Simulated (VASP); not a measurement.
# Si4C (P-6m2) in VASP: a series of runs, part 2 of 2

VASP 6.6.1.

## (4) Relaxation of cell and atoms, PBE

This run uses another cell than the first one, of 14.72 Å³/atom.

INCAR reads:

```
SYSTEM = Si4C
  ALGO = Normal
  EDIFF = 1E-6
  EDIFFG = -0.04
  ENCUT = 600
  GGA = PE
  IBRION = 2
  ISIF = 3
  ISMEAR = 0
  LASPH = .TRUE.
  LCHARG = .FALSE.
  LREAL = .FALSE.
  LWAVE = .FALSE.
  NELM = 80
  NSW = 90
  PREC = Accurate
  SIGMA = 0.1
```

KPOINTS reads:

```
k-points
0
G
  6 6 1
  0 0 0
```

POSCAR reads:

```
Si4C
1.0
    2.7564211000      0.0000000000      0.0000000000
   -1.3782105500      2.3871306900      0.0000000000
    0.0000000000      0.0000000000     22.3704998500
Si C
8 2
Direct
    0.3333333300      0.6666666700      0.0000000000
    0.3333333300      0.6666666700      0.2000000000
    0.3333333300      0.6666666700      0.4000000000
    0.3333333300      0.6666666700      0.6000000000
    0.3333333300      0.6666666700      0.8000000000
    0.6666666700      0.3333333300      0.3000000000
    0.6666666700      0.3333333300      0.5000000000
    0.6666666700      0.3333333300      0.7000000000
    0.6666666700      0.3333333300      0.1000000000
    0.6666666700      0.3333333300      0.9000000000
```

Potentials or basis: VASP PAW PBE potentials, release 64 (Si, C).

Launch:

```
$ cat potpaw_PBE.64/Si/POTCAR potpaw_PBE.64/C/POTCAR > POTCAR
$ mpirun -np 1 vasp_std > vasp.out
```

OUTCAR:

```text
SYSTEM = Si4C
   EDIFF = 1E-6
   EDIFFG = -0.04
   ENCUT = 600
   GGA = PE
   IBRION = 2
   ISIF = 3
   ISMEAR = 0
   LASPH = .TRUE.
   LREAL = .FALSE.
   NELM = 80
   NSW = 90
   PREC = Accurate

 ion  position               nearest neighbor table
   1  0.333  0.667  0.000-
   2  0.333  0.667  0.200-   6 2.75   6 2.75   6 2.75
   3  0.333  0.667  0.400-   6 2.75   7 2.75   6 2.75   7 2.75   6 2.75   7 2.75
   4  0.333  0.667  0.600-   7 2.75   8 2.75   7 2.75   8 2.75   7 2.75   8 2.75
   5  0.333  0.667  0.800-   8 2.75   8 2.75   8 2.75
   6  0.667  0.333  0.300-   2 2.75   3 2.75   2 2.75   3 2.75   2 2.75   3 2.75
   7  0.667  0.333  0.500-   3 2.75   4 2.75   3 2.75   4 2.75   3 2.75   4 2.75
   8  0.667  0.333  0.700-   5 2.75   4 2.75   5 2.75   4 2.75   5 2.75   4 2.75
   9  0.667  0.333  0.100-
  10  0.667  0.333  0.900-

  LATTYP: Found a hexagonal cell.
 ALAT       =     2.7564211000
 C/A-ratio  =     8.1157773208

  Lattice vectors:

 A1 = (   2.7564211000,   0.0000000000,   0.0000000000)
 A2 = (  -1.3782105500,   2.3871306900,   0.0000000000)
 A3 = (   0.0000000000,   0.0000000000,  22.3704998500)

Analysis of symmetry for initial positions (statically):
=====================================================================
 Subroutine PRICEL returns:
 Original cell was already a primitive cell.

 Routine SETGRP: Setting up the symmetry group for a
 hexagonal supercell.

 Subroutine GETGRP returns: Found 12 space group operations
 (whereof 12 operations were pure point group operations)
 out of a pool of 24 trial point group operations.

The static configuration has the point symmetry D_3h.

Analysis of symmetry for dynamics (positions and initial velocities):
=====================================================================
 Subroutine PRICEL returns:
 Original cell was already a primitive cell.

 Routine SETGRP: Setting up the symmetry group for a
 hexagonal supercell.

 Subroutine GETGRP returns: Found 12 space group operations
 (whereof 12 operations were pure point group operations)
 out of a pool of 24 trial point group operations.

The dynamic configuration has the point symmetry D_3h.

 Subroutine INISYM returns: Found 12 space group operations
 (whereof 12 operations are pure point group operations),
 and found     1 'primitive' translations

----------------------------------------------------------------------------------------

                                     Primitive cell

  volume of cell :     147.1965

  direct lattice vectors                    reciprocal lattice vectors
     2.756421100  0.000000000  0.000000000     0.362789270  0.209456484  0.000000000
    -1.378210550  2.387130690  0.000000000     0.000000000  0.418912967  0.000000000
     0.000000000  0.000000000 22.370499850     0.000000000  0.000000000  0.044701728

  length of vectors
     2.756421100  2.756421095 22.370499850     0.418912966  0.418912967  0.044701728

  position of ions in fractional coordinates (direct lattice)
     0.333333330  0.666666670  0.000000000
     0.333333330  0.666666670  0.200000000
     0.333333330  0.666666670  0.400000000
     0.333333330  0.666666670  0.600000000
     0.333333330  0.666666670  0.800000000
     0.666666670  0.333333330  0.300000000
[... 78 lines left out ...]
   ISYM   =      2    0-nonsym 1-usesym 2-fastsym
   POTIM  = 0.5000    time-step for ionic-motion
   TEBEG  =    0.0;   TEEND  =   0.0 temperature during run
   PSTRESS=    0.0 pullay stress
   NELECT =      40.0000    total number of electrons
   NUPDOWN=      -1.0000    fix difference up-down
   EMIN   =  10.00;   EMAX   =-10.00  energy-range for DOS
   EFERMI =   0.00;   METHOD = LEGACY
   ISMEAR =     0;   SIGMA  =   0.10  broadening in eV -4-tet -1-fermi 0-gaus
   EFERMI_NEDOS =   21; number of points for ismear=-14 and -15
   IALGO  =     38    algorithm
   IMIX   =      4    mixing-type and parameters
     AMIX     =   0.40;   BMIX     =  1.00
     AMIX_MAG =   1.60;   BMIX_MAG =  1.00
  volume/ion in A,a.u.               =      14.72        99.33
  Fermi-wavevector in a.u.,A,eV,Ry     =   1.060382  2.003831 15.298526  1.124410
  Thomas-Fermi vector in A             =   2.195761
   LORBIT       =      0    0 simple, 1 ext, 2 COOP (PROOUT), +10 PAW based schemes
   GGA     = PE    functional components
   LHFCALC =     F    Hartree Fock is set to
   AEXX    =    0.0000 exact exchange contribution
   IVDW    =     0    specifies the selected vdW correction
   LEPSILON=     F    determine dielectric tensor
   LRPA    =     F    only Hartree local field effects (RPA)
 conjugate gradient relaxation of ions
 non-spin polarized calculation
 Gauss-broadening in eV      SIGMA  =   0.10
  energy-cutoff  :      600.00
  volume of cell :      147.20
 maximum number of plane-waves:      5021
 NGX is ok and might be reduce to    24
   NGX = 11   NGY = 11   NGZ = 89

--------------------------------------- Ionic step        1  -------------------------------------------

 number of electron      40.0000002 magnetization

 Free energy of the ion-electron system (eV)
  ---------------------------------------------------
  ext. energy  EPLUGINS =         0.00000000
  ---------------------------------------------------
  free energy    TOTEN  =       -47.23765979 eV

  energy without entropy =      -47.18081314  energy(sigma->0) =      -47.20923646

------------------------ aborting loop EDIFF was not reached (unconverged)  ----------------------------

  FORCE on cell =-STRESS in cart. coord.  units (eV):
  Direction    XX          YY          ZZ          XY          YZ          ZX
  --------------------------------------------------------------------------------------
  -------------------------------------------------------------------------------------
  Total       -5.9036652     -5.9036652    -14.0010080      0.0000000      0.0000000     -0.0000000
  in kB      -64.2591317    -64.2591314   -152.3956024      0.0000000      0.0000000     -0.0000000
  external PRESSURE =     -93.6379552 kB  Pullay stress =       0.0000000 kB
[... 31 lines left out ...]
--------------------------------------- Ionic step        2  -------------------------------------------

 number of electron      40.0000000 magnetization

------------------------ aborting loop EDIFF was not reached (unconverged)  ----------------------------

  FORCE on cell =-STRESS in cart. coord.  units (eV):
  Direction    XX          YY          ZZ          XY          YZ          ZX
  --------------------------------------------------------------------------------------
  -------------------------------------------------------------------------------------
  Total        3.3576711      3.3576710     -8.7545392      0.0000000     -0.0000000     -0.0000000
  in kB       41.5260352     41.5260350   -108.2718639      0.0000000     -0.0000000     -0.0000000
  external PRESSURE =      -8.4065979 kB  Pullay stress =       0.0000000 kB
[... 69 lines left out ...]
  FREE ENERGIE OF THE ION-ELECTRON SYSTEM (eV)
  ---------------------------------------------------
  free  energy   TOTEN  =       -48.6844701095 eV

  energy  without entropy=      -48.6628519337  energy(sigma->0) =      -48.67366102

 E-fermi :  10.5685     XC(G=0): -11.5468

 val. band max:       10.5500388716   @ k =   0.3333   0.3333   0.0000
 cond. band min:      10.8710071893   @ k =   0.3333   0.0000   0.0000
 fundamental gap:      0.3209683176
 Fermi energy:        10.5684957221

 k-point     1 :       0.0000    0.0000    0.0000
  band No.  band energies     occupation
      1      -6.0506      2.00000
      2      -5.5605      2.00000
      3      -4.8664      2.00000
      4      -3.3167      2.00000
      5      -1.7055      2.00000
      6      -0.2755      2.00000
[... 192 lines left out ...]
     25      10.5500      1.20592
     26      12.3060      0.00000

[... ionic steps 4 to 31 ...]

--------------------------------------- Ionic step       32  -------------------------------------------

 number of electron      39.9999997 magnetization

------------------------ aborting loop because EDIFF is reached ----------------------------------------
[... 83 lines left out ...]
--------------------------------------- Ionic step       34  -------------------------------------------

 number of electron      39.9999997 magnetization

 Free energy of the ion-electron system (eV)
  ---------------------------------------------------
  ext. energy  EPLUGINS =         0.00000000
  ---------------------------------------------------
  free energy    TOTEN  =       -55.36601390 eV

  energy without entropy =      -55.35762599  energy(sigma->0) =      -55.36181994

 E-fermi :   9.1287     XC(G=0): -11.0498

 val. band max:        8.9698341212   @ k =   0.1667   0.1667   0.0000
 cond. band min:       9.2237366282   @ k =   0.3333   0.1667   0.0000
 fundamental gap:      0.2539025070
 Fermi energy:         9.1286810785

 k-point     1 :       0.0000    0.0000    0.0000
  band No.  band energies     occupation
      1      -6.6380      2.00000
      2      -6.3991      2.00000
      3      -4.7167      2.00000
      4      -3.7238      2.00000
      5      -2.5887      2.00000
      6      -1.1645      2.00000
[... 229 lines left out ...]
  FREE ENERGIE OF THE ION-ELECTRON SYSTEM (eV)
  ---------------------------------------------------
  free  energy   TOTEN  =       -55.3660138978 eV

  energy  without entropy=      -55.3576259886  energy(sigma->0) =      -55.36181994

 reached required accuracy - stopping structural energy minimisation
```

Wall time 21 min (1 thread of Intel Xeon Platinum 8488C (Sapphire Rapids), shared host); peak memory 0.33 GiB.

What came out:

```yaml
Free_energy: -55.3660 eV
Relaxed_volume: 13.55 Å³/atom
Relaxed_cell: a = 3.004 Å, b = 3.004 Å, c = 17.339 Å, α = 90.00°, β = 90.00°, γ = 120.00°
Space_group_after_relaxing_to_0.1_Å: P-6m2 (No. 187)
Energy_gained_by_relaxing: 812.8 meV/atom
Ionic_steps: 34
Pressure_after_relaxing: -0.2 GPa
Largest_force_after_relaxing: 0.040 eV/Å
Band_gap_on_the_k_mesh: zero (bands 20 and 21 overlap by 6.68 eV)
```

Forces in eV/Å, atoms in the order of the input:
```
Si   0.000  0.000  0.000
Si   0.000  0.000 -0.009
Si   0.000  0.000 -0.018
Si   0.000  0.000  0.018
Si   0.000  0.000  0.009
Si   0.000  0.000 -0.015
Si   0.000  0.000  0.000
Si   0.000  0.000  0.015
C    0.000  0.000 -0.040
C    0.000  0.000  0.040
```

The path:
| step | energy change (eV) | largest force (eV/Å) | pressure (GPa) | volume (Å³) |
| --- | --- | --- | --- | --- |
| 1 | 0.0000 | 1.4904 | -9.36 | 147.20 |
| 2 | -1.2902 | 2.1626 | -0.84 | 129.55 |
| 3 | -1.4468 | 2.2570 | 3.71 | 124.09 |
| 4 | -1.4560 | 2.3045 | 5.62 | 122.14 |
| 5 | -2.1362 | 2.0516 | 7.74 | 119.37 |
| 6 | -4.8249 | 2.5313 | 34.56 | 109.55 |
| 7 | -5.0353 | 2.5239 | 34.98 | 110.09 |
| 8 | -5.2641 | 2.5448 | 36.43 | 111.65 |
| 9 | -5.7038 | 2.3383 | 32.13 | 113.60 |
| 10 | -6.7316 | 1.7849 | 20.81 | 119.58 |
| 11 | -7.6785 | 0.9330 | 4.30 | 132.13 |
| 12 | -7.7249 | 0.7714 | 1.26 | 135.35 |
| 13 | -7.7265 | 0.7408 | 0.70 | 136.01 |
| 14 | -7.7756 | 0.6838 | 0.46 | 135.97 |
| 15 | -7.8796 | 0.6281 | -0.16 | 135.85 |
| 16 | -7.9023 | 0.5763 | -0.72 | 135.53 |
| 17 | -7.9078 | 0.5124 | -0.72 | 135.59 |
| 18 | -7.9144 | 0.5278 | -0.56 | 135.73 |
| 19 | -7.9159 | 0.5041 | -0.63 | 135.69 |
| 20 | -7.9418 | 0.4837 | -0.36 | 135.34 |
| 21 | -8.0008 | 0.4269 | 0.58 | 134.30 |
| 22 | -8.0393 | 0.3407 | 2.79 | 132.24 |
| 23 | -8.0641 | 0.2773 | 2.07 | 132.94 |
| 24 | -8.1066 | 0.1883 | -0.05 | 135.08 |
| 25 | -8.1071 | 0.2406 | -0.44 | 135.51 |
| 26 | -8.1167 | 0.2332 | -0.41 | 135.60 |
| 27 | -8.1168 | 0.2320 | -0.40 | 135.61 |
| 28 | -8.1203 | 0.1550 | -0.04 | 135.29 |
| 29 | -8.1225 | 0.1220 | 0.57 | 134.77 |
| 30 | -8.1253 | 0.1009 | 0.33 | 135.09 |
| 31 | -8.1270 | 0.0685 | -0.05 | 135.58 |
| 32 | -8.1276 | 0.0596 | -0.12 | 135.58 |
| 33 | -8.1280 | 0.0413 | -0.23 | 135.57 |
| 34 | -8.1284 | 0.0396 | -0.19 | 135.47 |

Final structure:
```yaml
crystal:
  lattice:
    - [3.00368, 0.00000, 0.00000]
    - [-1.50184, 2.60126, 0.00000]
    - [0.00000, 0.00000, 17.33890]
  atoms:
    - { symbol: Si, position: [0.33333, 0.66667, 0.00000] }
    - { symbol: Si, position: [0.33333, 0.66667, 0.15375] }
    - { symbol: Si, position: [0.33333, 0.66667, 0.38974] }
    - { symbol: Si, position: [0.33333, 0.66667, 0.61026] }
    - { symbol: Si, position: [0.33333, 0.66667, 0.84625] }
    - { symbol: Si, position: [0.66667, 0.33333, 0.27997] }
    - { symbol: Si, position: [0.66667, 0.33333, 0.50000] }
    - { symbol: Si, position: [0.66667, 0.33333, 0.72003] }
    - { symbol: C, position: [0.66667, 0.33333, 0.11514] }
    - { symbol: C, position: [0.66667, 0.33333, 0.88486] }
```

Caveat: the k points lie up to 0.40 Å⁻¹ apart in the final cell, too coarse for converged energies and pressures of a metal; a cell axis changed by over 15 % at a fixed basis, so the end point is rough.

## (5) Single point, PBE

This run uses another cell than the first one, of 14.24 Å³/atom.

INCAR reads:

```
ALGO = Normal
EDIFF = 1E-6
ENCUT = 520
GGA = PE
ISIF = 2
ISMEAR = 0
LASPH = True
LCHARG = True
LELF = True
LREAL = False
LVHAR = True
LWAVE = False
NBANDS = 31
NELM = 100
PREC = Accurate
SIGMA = 0.1
```

KPOINTS reads:

```
k-points
0
Gamma
  12 12 4
```

POSCAR reads:

```
Si4C
1.0
    3.1947818339      0.0000000000      0.0000000000
   -1.5973909170      2.7667622277      0.0000000000
    0.0000000000      0.0000000000     16.1133246820
Si C
8 2
Direct
    0.3333333333      0.6666666667      0.0000000000
    0.3333333333      0.6666666667      0.1462637493
    0.3333333333      0.6666666667      0.3949997056
    0.3333333333      0.6666666667      0.6050002944
    0.3333333333      0.6666666667      0.8537362507
    0.6666666667      0.3333333333      0.3019061171
    0.6666666667      0.3333333333      0.5000000000
    0.6666666667      0.3333333333      0.6980938829
    0.6666666667      0.3333333333      0.1831924542
    0.6666666667      0.3333333333      0.8168075458
```

Launch:

```
$ cat potpaw_PBE.64/Si/POTCAR potpaw_PBE.64/C/POTCAR > POTCAR
$ mpirun -np 1 vasp_std > vasp.out
```

Wall time 3.2 min (1 thread of Intel Xeon Platinum 8488C (Sapphire Rapids), shared host); peak memory 0.36 GiB.

The run converged. Its results:

```
Free energy            : -58.2119 eV
Pressure               : -0.1 GPa
Largest force          : 0.007 eV/Å
Band gap on the k mesh : zero (bands 20 and 21 overlap by 4.51 eV)
```

Forces on the atoms (eV/Å):
```
Si   0.000  0.000  0.000
Si   0.000  0.000 -0.005
Si   0.000  0.000 -0.004
Si   0.000  0.000  0.004
Si   0.000  0.000  0.005
Si   0.000  0.000  0.007
Si   0.000  0.000  0.000
Si   0.000  0.000 -0.007
C    0.000  0.000  0.003
C    0.000  0.000 -0.003
```

Stress tensor (GPa, compression positive):
```
-0.04  0.00  0.00
 0.00 -0.04  0.00
 0.00  0.00 -0.12
```

Levels at points of the mesh, in eV from the Fermi level:
```csv
k point,band 18,band 19,band 20,band 21,band 22,band 23
"(0.00, 0.00, 0.00)",2.19,2.53,2.53,2.54,3.12,3.52
"(0.50, 0.00, 0.00)",-2.45,-1.20,-0.95,-0.33,0.61,1.13
"(0.00, 0.00, 0.50)",1.72,2.52,2.52,2.98,3.11,3.64
"(0.50, 0.00, 0.50)",-2.32,-1.20,-1.19,-0.33,0.68,1.39
```

## (6) Summary

| task | cell | k mesh | cutoff (eV) | gap on the mesh (eV) | pressure (GPa) | largest force (eV/Å) |
| --- | --- | --- | --- | --- | --- | --- |
| single point | a = 2.938, b = 2.938, c = 17.034 Å, angles 90.0, 90.0, 120.0°, 10 atoms, atomic positions A | 6 × 6 × 1 | 520 | none | 0.0 | 0.01 |
| single point | a = 2.756, b = 2.756, c = 22.370 Å, angles 90.0, 90.0, 120.0°, 10 atoms, atomic positions B | 6 × 6 × 1 | 520 | none | -9.6 | 1.51 |
| relaxation of cell and atoms | relaxed from a = 2.756, b = 2.756, c = 22.370 Å, angles 90.0, 90.0, 120.0°, 10 atoms, atomic positions B | 6 × 6 × 1 | 600 | none | -0.2 | 0.04 |
| single point | a = 3.195, b = 3.195, c = 16.113 Å, angles 90.0, 90.0, 120.0°, 10 atoms, atomic positions C | 12 × 12 × 4 | 520 | none | -0.1 | 0.01 |

Alike in all rows: level PBE; potentials or basis VASP PAW PBE potentials, release 64 (Si, C); no spin polarisation; smearing gaussian 0.1 eV.

Caveats: some runs use coarse meshes; forces of over 1 eV/Å act on the atoms, so gaps and moduli don't describe the material at rest (at least some runs); a cell axis changed by over 15 % at a fixed basis, so the end point is rough (at least some runs).

Absolute energies hang on the potentials; compare differences alone.

The gap in the log of VASP goes by the Fermi energy; the results here count the filled bands.